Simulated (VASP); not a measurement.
A run of VASP 6.6.1 is set up as follows.

INCAR

```
SYSTEM = Al
  ALGO = Normal
  DIPOL = 0.5 0.5 0.500
  EDIFF = 1E-6
  ENCUT = 520
  GGA = PS
  IDIPOL = 3
  ISIF = 2
  ISMEAR = 0
  LASPH = .True.
  LCHARG = .False.
  LDIPOL = .True.
  LREAL = .False.
  LWAVE = .False.
  NBANDS = 26
  NELM = 60
  PREC = Accurate
  SIGMA = 0.1
```

File KPOINTS:

```
k-points
0
Gamma
  12 12 1
  0 0 0
```

Contents of POSCAR:

```
Al
1.0
    2.8362844918      0.0000000000      0.0000000000
   -1.4181422459      2.4562944222      0.0000000000
    0.0000000000      0.0000000000     37.9748362768
Al
10
Direct
    0.3333333333      0.6666666667      0.2238324331
    0.0000000000      0.0000000000      0.2852030035
    0.6666666667      0.3333333333      0.3465735739
    0.0000000000      0.0000000000      0.4079441444
    0.3333333333      0.6666666667      0.4693147148
    0.0000000000      0.0000000000      0.5300388007
    0.6666666667      0.3333333333      0.5910718779
    0.0000000000      0.0000000000      0.6524334053
    0.3333333333      0.6666666667      0.7133109393
    0.0000000000      0.0000000000      0.7754698039
```

Potentials or basis: VASP PAW PBE potentials, release 64 (Al).

Command:

```console
$ cat potpaw_PBE.64/Al/POTCAR > POTCAR
$ mpirun -np 1 vasp_std > vasp.out
```

**Question.** Predict the band gap on the k mesh.

**Answer.** Zero (band 15 reaches 5.75 eV, above the bottom of band 16 at 2.29 eV).

**Question.** Estimate the largest force.

**Answer.** 0.046 eV/Å.

Forces in eV/Å, atoms in the order of the input:
```
Al   0.000  0.000 -0.005
Al   0.000  0.000  0.046
Al   0.000  0.000 -0.020
Al   0.000  0.000  0.004
Al   0.000  0.000 -0.026
Al   0.000  0.000  0.002
Al   0.000  0.000  0.001
Al   0.000  0.000 -0.004
Al   0.000  0.000  0.001
Al   0.000  0.000  0.001
```

Caveat: the PAW data sets were made with another functional, which shifts forces and pressure a little.
